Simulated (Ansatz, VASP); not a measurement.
One calculation of Be2H, two programs

```
CELL_PARAMETERS angstrom
3.55817 -0.01830 0.00432
1.36542 3.39643 -0.02561
1.47499 0.87425 3.47674
ATOMIC_POSITIONS crystal
Be 0.48333 0.83749 0.79888
Be 0.18811 0.70867 0.44072
Be 0.51667 0.16251 0.20112
Be 0.81189 0.29133 0.55928
H 0.14963 0.56672 0.14648
H 0.85037 0.43328 0.85352
```

Alike in both runs: functional PBE; k mesh 6 × 6 × 6; occupations gaussian, width 0.1 eV; no spin polarisation.

Ansatz relaxed the structure, and its values are those at the end. VASP's run is a single point on that final structure, the one shown.

```csv
,VASP,Ansatz
version,VASP 6.6.1,Ansatz 0.2.0
potentials or method,"VASP PAW PBE potentials, release 64 (Be, H), cutoff 600 eV","scalar-relativistic, plane waves, PAW"
valence electrons in the cell,10,10
```

|  | VASP | Ansatz | Ansatz less VASP |
| --- | --- | --- | --- |
| gap on the k mesh at the Fermi level (eV) | none | none | - |
| pressure (GPa) | 0.1 | 0.0 | -0.10 |
| rms of the force components (eV/Å) | 0.010 | 0.010 | -0.0001 |

A gap of «none» marks a metal or a gap that the smearing closes.
